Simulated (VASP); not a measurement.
# B8HN8 (a cell with a defect) in VASP: notebook

B8HN8 (a cell with a defect) is run at these levels: PBE; tasks: single point.

All numbers are computed with VASP 6.6.1; they aren't measurements. Logs are shortened: lines on timing, memory, paths and dates and some standing lists are left out, and cuts for length are marked.

## (1) The cell of the first run

The cell holds a defect, 17 atoms: a = 5.024 Å, b = 5.024 Å, c = 8.343 Å, α = 90.00°, β = 90.00°, γ = 120.00°.

## (2) Single point, PBE

Input file INCAR:

```
  PREC = Accurate
  ENCUT = 520
  EDIFF = 1E-6
  ISMEAR = 0
  SIGMA = 0.01
  LREAL = Auto
  LASPH = True
  NELM = 80
  ALGO = Normal
  ISIF = 2
  LWAVE = False
  LCHARG = False
  GGA = PE
  NELECT = 64.0
  NBANDS = 46
```

Input file KPOINTS:

```
Automatic mesh
0
Gamma
  3 3 2
  0 0 0.5
```

Input file POSCAR:

```
B8HN8
1.0
    2.5121811436      4.3512253786      0.0000000000
    2.5121811436     -4.3512253786      0.0000000000
    0.0000000000      0.0000000000     -8.3431635353
B N H
8 8 1
Direct
    0.1677425086      0.3354850172      0.8019546658
    0.1677425086      0.8322574914      0.8019546658
    0.6666666667      0.3333333333      0.8115389254
    0.6645149828      0.8322574914      0.8019546658
    0.3333333333      0.6666666667      0.1884610746
    0.3354850172      0.1677425086      0.1980453342
    0.8322574914      0.6645149828      0.1980453342
    0.8322574914      0.1677425086      0.1980453342
    0.1661659942      0.3323319884      0.1902941431
    0.1661659942      0.8338340058      0.1902941431
    0.6666666667      0.3333333333      0.2020361537
    0.6676680116      0.8338340058      0.1902941431
    0.3333333333      0.6666666667      0.7979638463
    0.3323319884      0.1661659942      0.8097058569
    0.8338340058      0.6676680116      0.8097058569
    0.8338340058      0.1661659942      0.8097058569
    0.0000000000      0.0000000000      0.0000000000
```

Potentials or basis: VASP PAW PBE potentials, release 64 (B, N, H).

Started as:

```
$ cat potpaw_PBE.64/B/POTCAR potpaw_PBE.64/N/POTCAR potpaw_PBE.64/H/POTCAR > POTCAR
$ mpirun -np 1 vasp_std > vasp.out
```

OUTCAR:

```text
PREC = Accurate
   ENCUT = 520
   EDIFF = 1E-6
   ISMEAR = 0
   LREAL = Auto
   LASPH = True
   NELM = 80
   ISIF = 2
   GGA = PE
   NELECT = 64.0

 ion  position               nearest neighbor table
   1  0.168  0.335  0.802-  13 1.44  16 1.45  14 1.45
   2  0.168  0.832  0.802-  13 1.44  14 1.45  15 1.45
   3  0.667  0.333  0.812-  16 1.45  15 1.45  14 1.45
   4  0.665  0.832  0.802-  13 1.44  16 1.45  15 1.45
   5  0.333  0.667  0.188-  10 1.45   9 1.45  12 1.45
   6  0.335  0.168  0.198-  11 1.44  10 1.45   9 1.45
[... 8 lines left out ...]
  15  0.834  0.668  0.810-   2 1.45   4 1.45   3 1.45
  16  0.834  0.166  0.810-   1 1.45   4 1.45   3 1.45
  17  0.000  0.000  0.000-

  LATTYP: Found a hexagonal cell.
 ALAT       =     5.0243622873
 C/A-ratio  =     1.6605417879

  Lattice vectors:

 A1 = (   2.5121811436,   4.3512253786,   0.0000000000)
 A2 = (   2.5121811436,  -4.3512253786,   0.0000000000)
 A3 = (   0.0000000000,   0.0000000000,  -8.3431635353)

Analysis of symmetry for initial positions (statically):
=====================================================================
 Subroutine PRICEL returns:
 Original cell was already a primitive cell.

 Routine SETGRP: Setting up the symmetry group for a
 hexagonal supercell.

 Subroutine GETGRP returns: Found 12 space group operations
 (whereof 12 operations were pure point group operations)
 out of a pool of 24 trial point group operations.

The static configuration has the point symmetry D_3d.

Analysis of symmetry for dynamics (positions and initial velocities):
=====================================================================
 Subroutine PRICEL returns:
 Original cell was already a primitive cell.

 Routine SETGRP: Setting up the symmetry group for a
 hexagonal supercell.

 Subroutine GETGRP returns: Found 12 space group operations
 (whereof 12 operations were pure point group operations)
 out of a pool of 24 trial point group operations.

The dynamic configuration has the point symmetry D_3d.

 Subroutine INISYM returns: Found 12 space group operations
 (whereof 12 operations are pure point group operations),
 and found     1 'primitive' translations

----------------------------------------------------------------------------------------

                                     Primitive cell

  volume of cell :     182.3993

  direct lattice vectors                    reciprocal lattice vectors
[... 96 lines left out ...]
   EDIFF  = 0.1E-05   stopping-criterion for ELM
   LREAL  =      T    real-space projection
   EDIFFG = 0.1E-04   stopping-criterion for IOM
   NSW    =      0    number of steps for IOM
[... 5 lines left out ...]
   TEBEG  =    0.0;   TEEND  =   0.0 temperature during run
   PSTRESS=    0.0 pullay stress
   NELECT =      64.0000    total number of electrons
   NUPDOWN=      -1.0000    fix difference up-down
   EMIN   =  10.00;   EMAX   =-10.00  energy-range for DOS
   EFERMI =   0.00;   METHOD = LEGACY
   ISMEAR =     0;   SIGMA  =   0.01  broadening in eV -4-tet -1-fermi 0-gaus
   EFERMI_NEDOS =   21; number of points for ismear=-14 and -15
   IALGO  =     38    algorithm
   IMIX   =      4    mixing-type and parameters
     AMIX     =   0.40;   BMIX     =  1.00
     AMIX_MAG =   1.60;   BMIX_MAG =  1.00
  volume/ion in A,a.u.               =      10.73        72.41
  Fermi-wavevector in a.u.,A,eV,Ry     =   1.154677  2.182023 18.140352  1.333278
  Thomas-Fermi vector in A             =   2.291311
   LORBIT       =      0    0 simple, 1 ext, 2 COOP (PROOUT), +10 PAW based schemes
   GGA     = PE    functional components
   LHFCALC =     F    Hartree Fock is set to
   AEXX    =    0.0000 exact exchange contribution
   IVDW    =     0    specifies the selected vdW correction
   LEPSILON=     F    determine dielectric tensor
   LRPA    =     F    only Hartree local field effects (RPA)
 non-spin polarized calculation
 Gauss-broadening in eV      SIGMA  =   0.01
  energy-cutoff  :      520.00
  volume of cell :      182.40
 maximum number of plane-waves:      4933
 NGX is ok and might be reduce to    40
   NGX = 19   NGY = 19   NGZ = 31

 number of electron      64.0000000 magnetization

 Free energy of the ion-electron system (eV)
  ---------------------------------------------------
  ext. energy  EPLUGINS =         0.00000000
  ---------------------------------------------------
  free energy    TOTEN  =      -142.64984391 eV

  energy without entropy =     -142.64984391  energy(sigma->0) =     -142.64984391

 E-fermi :   0.4063     XC(G=0):  -8.5318

 val. band max:        0.3411018461   @ k =   0.3333   0.3333   0.2500
 cond. band min:       1.0522589282   @ k =   0.0000   0.0000   0.2500
 fundamental gap:      0.7111570821
 Fermi energy:         0.4063056521

 k-point     1 :       0.0000    0.0000    0.2500
  band No.  band energies     occupation
      1     -17.3183      2.00000
      2     -17.0880      2.00000
      3     -14.1762      2.00000
      4     -14.1762      2.00000
      5     -14.1221      2.00000
      6     -14.1170      2.00000
[... 177 lines left out ...]
     43       9.0510      0.00000
     44       9.9486      0.00000
 [bands above 44 left out]

------------------------ aborting loop because EDIFF is reached ----------------------------------------

  FORCE on cell =-STRESS in cart. coord.  units (eV):
  Direction    XX          YY          ZZ          XY          YZ          ZX
  --------------------------------------------------------------------------------------
  -------------------------------------------------------------------------------------
  Total       -4.3815678     -4.3815678     -7.4796657     -0.0000000      0.0000000     -0.0000000
  in kB      -38.4872456    -38.4872456    -65.7006234     -0.0000000      0.0000000     -0.0000000
  external PRESSURE =     -47.5583716 kB  Pullay stress =       0.0000000 kB

 VOLUME and BASIS-vectors are now :
 -----------------------------------------------------------------------------
  energy-cutoff  :      520.00
  volume of cell :      182.40
      direct lattice vectors                 reciprocal lattice vectors
     2.512181144  4.351225379  0.000000000     0.199030234  0.114910159  0.000000000
     2.512181144 -4.351225379  0.000000000     0.199030234 -0.114910159  0.000000000
     0.000000000  0.000000000 -8.343163535     0.000000000  0.000000000 -0.119858612

 POSITION                                       TOTAL-FORCE (eV/Angst)
 -----------------------------------------------------------------------------------
      1.26420     -0.72989     -6.69084         0.006534     -0.003772      0.013946
      2.51218     -2.89145     -6.69084         0.000000      0.007544      0.013946
      2.51218      1.45041     -6.77080        -0.000000     -0.000000     -0.012086
      3.76016     -0.72989     -6.69084        -0.006534     -0.003772      0.013946
      2.51218     -1.45041     -1.57236        -0.000000     -0.000000      0.012086
      1.26420      0.72989     -1.65232         0.006534      0.003772     -0.013946
[... 9 lines left out ...]
      2.51218      2.90517     -6.75551         0.000000     -0.022620      0.005133
      0.00000      0.00000      0.00000        -0.000000     -0.000000      0.000000
 -----------------------------------------------------------------------------------
    total drift:                                0.000000      0.000000     -0.000000

  FREE ENERGIE OF THE ION-ELECTRON SYSTEM (eV)
  ---------------------------------------------------
  free  energy   TOTEN  =      -142.6498439079 eV

  energy  without entropy=     -142.6498439079  energy(sigma->0) =     -142.64984391
```

Run time: 51 s. Hardware: 1 thread of AMD EPYC 7R43 (Zen 3), shared host; peak memory 0.26 GiB.

Results:

```yaml
Free_energy: -142.6498 eV
Largest_force: 0.023 eV/Å
```

Forces on the atoms (eV/Å):
```
B    0.007 -0.004  0.014
B    0.000  0.008  0.014
B    0.000  0.000 -0.012
B   -0.007 -0.004  0.014
B    0.000  0.000  0.012
B    0.007  0.004 -0.014
B   -0.007  0.004 -0.014
B    0.000 -0.008 -0.014
N    0.020 -0.011 -0.005
N    0.000  0.023 -0.005
N    0.000  0.000  0.002
N   -0.020 -0.011 -0.005
N    0.000  0.000 -0.002
N    0.020  0.011  0.005
N   -0.020  0.011  0.005
N    0.000 -0.023  0.005
H    0.000  0.000  0.000
```

Caveat: the k points lie up to 0.48 Å⁻¹ apart; the cell carries a net charge on a neutralising background, which shifts energy and pressure; the cell is charged against a uniform background, so pressure and absolute levels hang on convention.

## (3) Single point, PBE

Input file INCAR:

```
SYSTEM = B8HN8
PREC = Accurate ; ENCUT = 520
EDIFF = 1E-6 ; ISMEAR = 0
SIGMA = 0.01 ; LREAL = Auto
LASPH = .TRUE. ; NELM = 100
ALGO = Normal ; ISIF = 2
LWAVE = .FALSE. ; LCHARG = .FALSE.
GGA = PE ; NELECT = 66.0
NBANDS = 46
```

KPOINTS is that of step 2.

Input file POSCAR:

```
B8HN8
1.0
    2.5121811436      4.3512253786      0.0000000000
    2.5121811436     -4.3512253786      0.0000000000
    0.0000000000      0.0000000000     -8.3431635353
B N H
8 8 1
Direct
    0.1659486928      0.3318973855      0.7147865470
    0.1659486928      0.8340513072      0.7147865470
    0.6666666667      0.3333333333      0.7044383461
    0.6681026145      0.8340513072      0.7147865470
    0.3333333333      0.6666666667      0.2955616539
    0.3318973855      0.1659486928      0.2852134530
    0.8340513072      0.6681026145      0.2852134530
    0.8340513072      0.1659486928      0.2852134530
    0.1671038126      0.3342076252      0.2955407985
    0.1671038126      0.8328961874      0.2955407985
    0.6666666667      0.3333333333      0.2825212656
    0.6657923748      0.8328961874      0.2955407985
    0.3333333333      0.6666666667      0.7174787344
    0.3342076252      0.1671038126      0.7044592015
    0.8328961874      0.6657923748      0.7044592015
    0.8328961874      0.1671038126      0.7044592015
    0.0000000000      0.0000000000      0.0000000000
```

Potentials or basis: VASP PAW PBE potentials, release 64 (B, N, H).

Started as:

```
$ cat potpaw_PBE.64/B/POTCAR potpaw_PBE.64/N/POTCAR potpaw_PBE.64/H/POTCAR > POTCAR
$ mpirun -np 1 vasp_std > vasp.out
```

Wall time 58 s (1 thread of AMD EPYC 7R43 (Zen 3), shared host); peak memory 0.26 GiB.

It converged, with:

```
Free energy   : -138.7081 eV
Largest force : 0.013 eV/Å
```

Forces on the atoms (eV/Å):
```
B    0.002 -0.001 -0.001
B    0.000  0.003 -0.001
B    0.000  0.000  0.002
B   -0.002 -0.001 -0.001
B    0.000  0.000 -0.002
B    0.002  0.001  0.001
B   -0.002  0.001  0.001
B    0.000 -0.003  0.001
N   -0.011  0.006 -0.002
N    0.000 -0.013 -0.002
N    0.000  0.000  0.003
N    0.011  0.006 -0.002
N    0.000  0.000 -0.003
N   -0.011 -0.006  0.002
N    0.011 -0.006  0.002
N    0.000  0.013  0.002
H    0.000  0.000  0.000
```

Levels at points of the mesh, in eV from the Fermi level:
```
           k point  band 29  band 30  band 31  band 32  band 33  band 34  band 35  band 36  band 37  band 38
(0.00, 0.00, 0.25)    -4.19    -3.99    -3.85    -3.85    -0.84     1.29     1.29     1.38     1.80     1.89
```

Caveat: the k points lie up to 0.48 Å⁻¹ apart; the cell carries a net charge on a neutralising background, which shifts energy and pressure; the cell is charged against a uniform background, so pressure and absolute levels hang on convention.
